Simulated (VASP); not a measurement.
Input of a VASP 6.6.1 run:

Contents of POSCAR:

```
KTaO3
1.0
    3.9883000000      0.0000000000      0.0000000000
    0.0000000000      3.9883000000      0.0000000000
    0.0000000000      0.0000000000      3.9883000000
Ta K O
1 1 3
Direct
    0.0000000000      0.0000000000      0.0000000000
    0.5000000000      0.5000000000      0.5000000000
    0.0000000000      0.0000000000      0.5000000000
    0.0000000000      0.5000000000      0.0000000000
    0.5000000000      0.0000000000      0.0000000000
```

The input INCAR.step1:

```
  ALGO = Normal
  EDIFF = 1E-4
  ENCUT = 520
  GGA = PE
  GGA_COMPAT = F
  ISMEAR = -1
  LASPH = T
  LCHARG = F
  LMAXMIX = 4
  LREAL = F
  LSORBIT = T
  LWAVE = T
  MAGMOM = 0 0 0 0 0 0 0 0 0 0 0 0 0 0 0
  NBANDS = 53
  NELM = 150
  PREC = Accurate
  SIGMA = 0.05
```

Contents of INCAR.step2:

```
  ALGO = Normal
  EDIFF = 1E-6
  ENCUT = 520
  GGA_COMPAT = F
  ISIF = 2
  ISMEAR = -1
  ISTART = 1
  LASPH = T
  LCHARG = F
  LMAXMIX = 4
  LMIXTAU = T
  LORBIT = 11
  LORBMOM = T
  LREAL = F
  LSORBIT = T
  LWAVE = F
  MAGMOM = 0 0 0 0 0 0 0 0 0 0 0 0 0 0 0
  METAGGA = R2SCAN
  NBANDS = 53
  NELM = 150
  PREC = Accurate
  SIGMA = 0.05
```

The input KPOINTS:

```
k-points
0
Gamma
  5 5 5
```

Potentials or basis: VASP PAW PBE potentials, release 64 (Ta_pv, K_sv, O).

The run is started by

```console
$ cat potpaw_PBE.64/Ta_pv/POTCAR potpaw_PBE.64/K_sv/POTCAR potpaw_PBE.64/O/POTCAR > POTCAR
$ cp INCAR.step1 INCAR
$ mpirun -np 1 vasp_ncl > vasp.out
$ cp INCAR.step2 INCAR
$ mpirun -np 1 vasp_ncl > vasp.out
```

Question: Estimate the net moment.

Answer: 0.00 μB per cell.

Question: Estimate the pressure.

Answer: 1.4 GPa.

Moments on the atoms (μB; x, y, z):
```
Ta  0.00 0.00 0.00
K   0.00 0.00 0.00
O   0.00 0.00 0.00
O   0.00 0.00 0.00
O   0.00 0.00 0.00
```

Caveat: the PAW data sets were made with another functional, which shifts forces and pressure a little.
